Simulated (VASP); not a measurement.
# HfZr3S8 (P2/m) in VASP: single point with PBE

Aim: the single point of HfZr3S8 with PBE.

All numbers are computed with VASP 6.6.1; they aren't measurements. Logs are shortened: lines on timing, memory, paths and dates and some standing lists are left out, and cuts for length are marked.

## 1. The cell of the first run

It takes space group P2/m (No. 10, monoclinic). Conventional cell: a = 6.368 Å, b = 7.355 Å, c = 6.771 Å, α = 90.00°, β = 90.01°, γ = 90.00°. Within 3.4 Å of Zr (site symmetry 2) lie 6 S at 2.57 Å. Within 3.4 Å of Zr (site symmetry 2/m) lie 6 S at 2.57 to 2.58 Å. Within 3.4 Å of Hf (site symmetry 2/m) lie 6 S at 2.56 Å. S (site symmetry m) has 1 Hf at 2.56 Å and 2 Zr at 2.57 Å within 3.4 Å. S (site symmetry 1) has 1 Hf at 2.56 Å and 2 Zr at 2.57 to 2.58 Å within 3.4 Å. S (site symmetry m) has 3 Zr at 2.57 Å within 3.4 Å.

## 2. Single point, PBE

Contents of INCAR:

```
SYSTEM = HfZr3S8
PREC = Accurate
ENCUT = 520
EDIFF = 1E-6
ISMEAR = 0
SIGMA = 0.02
LREAL = .FALSE.
LASPH = .TRUE.
NELM = 60
ALGO = Normal
ISIF = 2
LWAVE = .FALSE.
LCHARG = .FALSE.
GGA = PE
NBANDS = 59
```

Contents of KPOINTS:

```
Automatic mesh
0
G
  4 4 4
  0 0 0
```

Contents of POSCAR:

```
HfZr3S8
1.0
    6.3675194127      0.0000000000      0.0003827412
    0.0000000000      7.3554010913      0.0000000000
    0.0002955558      0.0000000000      6.7708713369
Zr Hf S
3 1 8
Direct
    0.5000000000      0.2496419494      0.0000000000
    0.0000000000      0.5000000000      0.0000000000
    0.5000000000      0.7503580506      0.0000000000
    0.0000000000      0.0000000000      0.0000000000
    0.6692686135      0.0000000000      0.7862361742
    0.1655353485      0.2482620790      0.7862742357
    0.6663152031      0.5000000000      0.7858699338
    0.1655353485      0.7517379210      0.7862742357
    0.8344646515      0.7517379210      0.2137257643
    0.3307313865      0.0000000000      0.2137638258
    0.8344646515      0.2482620790      0.2137257643
    0.3336847969      0.5000000000      0.2141300662
```

Potentials or basis: VASP PAW PBE potentials, release 64 (Zr_sv, Hf_pv, S).

Run with:

```sh
$ cat potpaw_PBE.64/Zr_sv/POTCAR potpaw_PBE.64/Hf_pv/POTCAR potpaw_PBE.64/S/POTCAR > POTCAR
$ mpirun -np 1 vasp_std > vasp.out
```

OUTCAR:

```text
SYSTEM = HfZr3S8
   PREC = Accurate
   ENCUT = 520
   EDIFF = 1E-6
   ISMEAR = 0
   LREAL = .FALSE.
   LASPH = .TRUE.
   NELM = 60
   ISIF = 2
   GGA = PE

 ion  position               nearest neighbor table
   1  0.500  0.250  0.000-   7 2.57  12 2.57  10 2.57   5 2.57  11 2.57   6 2.57   3 3.67   4 3.68
                             4 3.68   2 3.68   2 3.68   3 3.68
   2  0.000  0.500  0.000-   7 2.57  12 2.57   8 2.58   9 2.58  11 2.58   6 2.58   4 3.68   4 3.68
                             1 3.68   3 3.68   1 3.68   3 3.68
   3  0.500  0.750  0.000-   7 2.57  12 2.57  10 2.57   5 2.57   8 2.57   9 2.57   1 3.67   4 3.68
                             4 3.68   2 3.68   2 3.68   1 3.68
   4  0.000  0.000  0.000-   5 2.56  10 2.56   8 2.56   9 2.56   6 2.56  11 2.56   1 3.68   3 3.68
                             1 3.68   3 3.68   2 3.68   2 3.68
   5  0.669  0.000  0.786-   4 2.56   3 2.57   1 2.57
   6  0.166  0.248  0.786-   4 2.56   1 2.57   2 2.58
   7  0.666  0.500  0.786-   1 2.57   3 2.57   2 2.57
   8  0.166  0.752  0.786-   4 2.56   3 2.57   2 2.58
   9  0.834  0.752  0.214-   4 2.56   3 2.57   2 2.58
  10  0.331  0.000  0.214-   4 2.56   3 2.57   1 2.57
  11  0.834  0.248  0.214-   4 2.56   1 2.57   2 2.58
  12  0.334  0.500  0.214-   1 2.57   3 2.57   2 2.57

  LATTYP: Found a simple monoclinic cell.
 ALAT       =     6.3675194242
 B/A-ratio  =     1.1551438796
 C/A-ratio  =     1.0633452201
 COS(beta)  =    -0.0001037594

  Lattice vectors:

 A1 = (   6.3675194127,   0.0000000000,   0.0003827412)
 A2 = (   0.0000000000,  -7.3554010913,   0.0000000000)
 A3 = (  -0.0002955558,   0.0000000000,  -6.7708713369)

Analysis of symmetry for initial positions (statically):
=====================================================================
 Subroutine PRICEL returns:
 Original cell was already a primitive cell.

 Routine SETGRP: Setting up the symmetry group for a
 simple monoclinic supercell.

 Subroutine GETGRP returns: Found  4 space group operations
 (whereof  4 operations were pure point group operations)
 out of a pool of  4 trial point group operations.

The static configuration has the point symmetry C_2h.

Analysis of symmetry for dynamics (positions and initial velocities):
=====================================================================
 Subroutine PRICEL returns:
 Original cell was already a primitive cell.

 Routine SETGRP: Setting up the symmetry group for a
 simple monoclinic supercell.

 Subroutine GETGRP returns: Found  4 space group operations
 (whereof  4 operations were pure point group operations)
 out of a pool of  4 trial point group operations.

The dynamic configuration has the point symmetry C_2h.

 Subroutine INISYM returns: Found  4 space group operations
 (whereof  4 operations are pure point group operations),
 and found     1 'primitive' translations

----------------------------------------------------------------------------------------

                                     Primitive cell

  volume of cell :     317.1182

  direct lattice vectors                    reciprocal lattice vectors
     6.367519413  0.000000000  0.000382741     0.157047028  0.000000000 -0.000006855
     0.000000000  7.355401091  0.000000000     0.000000000  0.135954517  0.000000000
     0.000295556  0.000000000  6.770871337    -0.000008877  0.000000000  0.147691479

  length of vectors
     6.367519424  7.355401091  6.770871343     0.157047029  0.135954517  0.147691479

  position of ions in fractional coordinates (direct lattice)
     0.500000000  0.249641949  0.000000000
     0.000000000  0.500000000  0.000000000
     0.500000000  0.750358051  0.000000000
     0.000000000  0.000000000  0.000000000
     0.669268614  0.000000000  0.786236174
     0.165535349  0.248262079  0.786274236
     0.666315203  0.500000000  0.785869934
     0.165535349  0.751737921  0.786274236
     0.834464651  0.751737921  0.213725764
     0.330731386  0.000000000  0.213763826
     0.834464651  0.248262079  0.213725764
     0.333684797  0.500000000  0.214130066

  ion indices of the primitive-cell ions
   primitive index   ion index
                 1           1
                 2           2
                 3           3
                 4           4
                 5           5
                 6           6
                 7           7
                 8           8
                 9           9
                10          10
                11          11
                12          12

----------------------------------------------------------------------------------------

 KPOINTS: Automatic mesh

Automatic generation of k-mesh.
 Grid dimensions read from file:
 generate k-points for:    4    4    4

 Generating k-lattice:

  Cartesian coordinates                     Fractional coordinates (reciprocal lattice)
     0.039261757  0.000000000 -0.000001714     0.250000000  0.000000000  0.000000000
     0.000000000  0.033988629  0.000000000     0.000000000  0.250000000  0.000000000
    -0.000002219  0.000000000  0.036922870     0.000000000  0.000000000  0.250000000

  Length of vectors
     0.039261757  0.033988629  0.036922870

  Shift w.r.t. Gamma in fractional coordinates (k-lattice)
     0.000000000  0.000000000  0.000000000

 Subroutine IBZKPT returns following result:
 ===========================================

 Found     30 irreducible k-points:

 Following reciprocal coordinates:
            Coordinates               Weight
  0.000000  0.000000  0.000000      1.000000
  0.250000  0.000000 -0.000000      2.000000
  0.500000  0.000000 -0.000000      1.000000
  0.000000  0.250000  0.000000      2.000000
  0.250000  0.250000 -0.000000      4.000000
  0.500000  0.250000 -0.000000      2.000000
[... 16 lines left out ...]
  0.250000  0.000000  0.500000      2.000000
  0.500000  0.000000  0.500000      1.000000
 [... further k-points ...]
   k-points           NKPTS =     30   k-points in BZ     NKDIM =     30   number of bands    NBANDS=     59
   number of dos      NEDOS =    301   number of ions     NIONS =     12
   total plane-waves  NPLWV = 134400
   dimension x,y,z NGX =    48 NGY =   56 NGZ =   50
   dimension x,y,z NGXF=    96 NGYF=  112 NGZF=  100
   ions per type =               3   1   8
   NGX,Y,Z   is equivalent  to a cutoff of  12.53, 12.66, 12.28 a.u.
   NGXF,Y,Z  is equivalent  to a cutoff of  25.06, 25.31, 24.55 a.u.
 SYSTEM =  HfZr3S8
   PREC   = accura    normal or accurate (medium, high low for compatibility)
   ISTART =      0    job   : 0-new  1-cont  2-samecut
   ICHARG =      2    charge: 1-file 2-atom 10-const
   ISPIN  =      1    spin polarized calculation?
   LNONCOLLINEAR =      F non collinear calculations
   LSORBIT =      F    spin-orbit coupling
   LASPH  =      T    aspherical Exc in radial PAW
   ENCUT  =  520.0 eV  38.22 Ry    6.18 a.u.  11.84 13.68 12.59*2*pi/ulx,y,z
   NELM   =     60;   NELMIN=  2; NELMDL= -5     # of ELM steps
   EDIFF  = 0.1E-05   stopping-criterion for ELM
   LREAL  =      F    real-space projection
   EDIFFG = 0.1E-04   stopping-criterion for IOM
   NSW    =      0    number of steps for IOM
   IBRION =     -1    ionic relax: 0-MD 1-quasi-New 2-CG
   NFREE  =      0    steps in history (QN), initial steepest desc. (CG)
   ISIF   =      2    stress and relaxation
   ISYM   =      2    0-nonsym 1-usesym 2-fastsym
   POTIM  = 0.5000    time-step for ionic-motion
   TEBEG  =    0.0;   TEEND  =   0.0 temperature during run
   PSTRESS=    0.0 pullay stress
   NELECT =      94.0000    total number of electrons
   NUPDOWN=      -1.0000    fix difference up-down
   EMIN   =  10.00;   EMAX   =-10.00  energy-range for DOS
   EFERMI =   0.00;   METHOD = LEGACY
   ISMEAR =     0;   SIGMA  =   0.02  broadening in eV -4-tet -1-fermi 0-gaus
   EFERMI_NEDOS =   21; number of points for ismear=-14 and -15
   IALGO  =     38    algorithm
   IMIX   =      4    mixing-type and parameters
     AMIX     =   0.40;   BMIX     =  1.00
     AMIX_MAG =   1.60;   BMIX_MAG =  1.00
  volume/ion in A,a.u.               =      26.43       178.33
  Fermi-wavevector in a.u.,A,eV,Ry     =   1.091550  2.062731 16.211095  1.191482
  Thomas-Fermi vector in A             =   2.227798
   LORBIT       =      0    0 simple, 1 ext, 2 COOP (PROOUT), +10 PAW based schemes
   GGA     = PE    functional components
   LHFCALC =     F    Hartree Fock is set to
   AEXX    =    0.0000 exact exchange contribution
   IVDW    =     0    specifies the selected vdW correction
   LEPSILON=     F    determine dielectric tensor
   LRPA    =     F    only Hartree local field effects (RPA)
 non-spin polarized calculation
 Gauss-broadening in eV      SIGMA  =   0.02
  energy-cutoff  :      520.00
  volume of cell :      317.12
 maximum number of plane-waves:      8561
   NGX = 23   NGY = 27   NGZ = 25

 number of electron      94.0000015 magnetization

 Free energy of the ion-electron system (eV)
  ---------------------------------------------------
  ext. energy  EPLUGINS =         0.00000000
  ---------------------------------------------------
  free energy    TOTEN  =       -87.25330054 eV

  energy without entropy =      -87.25330054  energy(sigma->0) =      -87.25330054

 E-fermi :   2.8458     XC(G=0):  -8.6477

 val. band max:        2.6408562964   @ k =   0.0000   0.0000   0.0000
 cond. band min:       3.7721522090   @ k =   0.5000   0.0000   0.5000
 fundamental gap:      1.1312959125
 Fermi energy:         2.8458214897

 k-point     1 :       0.0000    0.0000    0.0000
  band No.  band energies     occupation
      1     -46.2755      2.00000
      2     -46.2624      2.00000
      3     -46.2585      2.00000
      4     -27.9579      2.00000
      5     -27.9555      2.00000
      6     -27.9555      2.00000
[... 1477 lines left out ...]
     58       6.4635      0.00000
     59       6.5479      0.00000

 [... further k-points ...]

------------------------ aborting loop because EDIFF is reached ----------------------------------------

  FORCE on cell =-STRESS in cart. coord.  units (eV):
  Direction    XX          YY          ZZ          XY          YZ          ZX
  --------------------------------------------------------------------------------------
  -------------------------------------------------------------------------------------
  Total       -0.3300457     -0.3286372     -0.2060015      0.0000000      0.0000000      0.0002409
  in kB       -1.6674911     -1.6603745     -1.0407820      0.0000000      0.0000000      0.0012171
  external PRESSURE =      -1.4562159 kB  Pullay stress =       0.0000000 kB

 VOLUME and BASIS-vectors are now :
 -----------------------------------------------------------------------------
  energy-cutoff  :      520.00
  volume of cell :      317.12
      direct lattice vectors                 reciprocal lattice vectors
     6.367519413  0.000000000  0.000382741     0.157047028  0.000000000 -0.000006855
     0.000000000  7.355401091  0.000000000     0.000000000  0.135954517  0.000000000
     0.000295556  0.000000000  6.770871337    -0.000008877  0.000000000  0.147691479

 POSITION                                       TOTAL-FORCE (eV/Angst)
 -----------------------------------------------------------------------------------
      3.18376      1.83622      0.00019         0.000000      0.000090      0.000000
      0.00000      3.67770      0.00000         0.000000     -0.000000      0.000000
      3.18376      5.51918      0.00019         0.000000     -0.000090      0.000000
      0.00000      0.00000      0.00000         0.000000     -0.000000      0.000000
      4.26181      0.00000      5.32376         0.034435     -0.000000      0.019107
      1.05428      1.82607      5.32383        -0.017213     -0.029913      0.017918
      4.24301      3.67770      5.32128        -0.000098     -0.000000     -0.007387
      1.05428      5.52933      5.32383        -0.017213      0.029913      0.017918
      5.31353      5.52933      1.44743         0.017213      0.029913     -0.017918
      2.10600      0.00000      1.44749        -0.034435     -0.000000     -0.019107
      5.31353      1.82607      1.44743         0.017213     -0.029913     -0.017918
      2.12481      3.67770      1.44997         0.000098      0.000000      0.007387
 -----------------------------------------------------------------------------------
    total drift:                                0.000000     -0.000000      0.000000

  FREE ENERGIE OF THE ION-ELECTRON SYSTEM (eV)
  ---------------------------------------------------
  free  energy   TOTEN  =       -87.2533005377 eV

  energy  without entropy=      -87.2533005377  energy(sigma->0) =      -87.25330054
```

Run time: 5.2 min. Hardware: 1 thread of Intel Xeon 6975P-C (Granite Rapids), shared host; peak memory 0.66 GiB.

Results:

```
Free energy            : -87.2533 eV
Pressure               : -0.1 GPa
Largest force          : 0.039 eV/Å
Band gap on the k mesh : 1.13 eV (least direct gap 1.17 eV)
```

Forces on the atoms (eV/Å):
```
Zr   0.000  0.000  0.000
Zr   0.000  0.000  0.000
Zr   0.000  0.000  0.000
Hf   0.000  0.000  0.000
S    0.034  0.000  0.019
S   -0.017 -0.030  0.018
S    0.000  0.000 -0.007
S   -0.017  0.030  0.018
S    0.017  0.030 -0.018
S   -0.034  0.000 -0.019
S    0.017 -0.030 -0.018
S    0.000  0.000  0.007
```

Levels at points of the mesh, in eV from the valence-band top:
| k point | band 45 | band 46 | band 47 | band 48 | band 49 | band 50 |
| --- | --- | --- | --- | --- | --- | --- |
| (0.00, 0.00, 0.00) | -0.41 | 0.00 | 0.00 | 1.25 | 1.76 | 1.77 |
| (0.50, 0.00, 0.00) | -0.85 | -0.35 | -0.34 | 1.23 | 1.28 | 1.53 |
| (0.00, 0.50, 0.00) | -1.04 | -0.21 | -0.21 | 2.04 | 2.14 | 2.22 |
| (0.50, 0.50, 0.00) | -0.64 | -0.63 | -0.63 | 1.84 | 1.84 | 1.92 |
| (0.00, 0.00, 0.50) | -0.94 | -0.02 | -0.02 | 1.15 | 1.75 | 1.77 |
| (0.50, 0.00, 0.50) | -0.84 | -0.56 | -0.54 | 1.13 | 1.17 | 1.48 |
| (0.00, 0.50, 0.50) | -1.05 | -0.52 | -0.50 | 2.10 | 2.13 | 2.20 |
| (0.50, 0.50, 0.50) | -0.68 | -0.68 | -0.68 | 1.79 | 1.79 | 1.87 |

Caveat: spin-orbit coupling is left out, which moves the levels of the heavy elements; this functional lacks dispersion, which binds layers or chains, so the pressure and a relaxed spacing across them are unreliable.
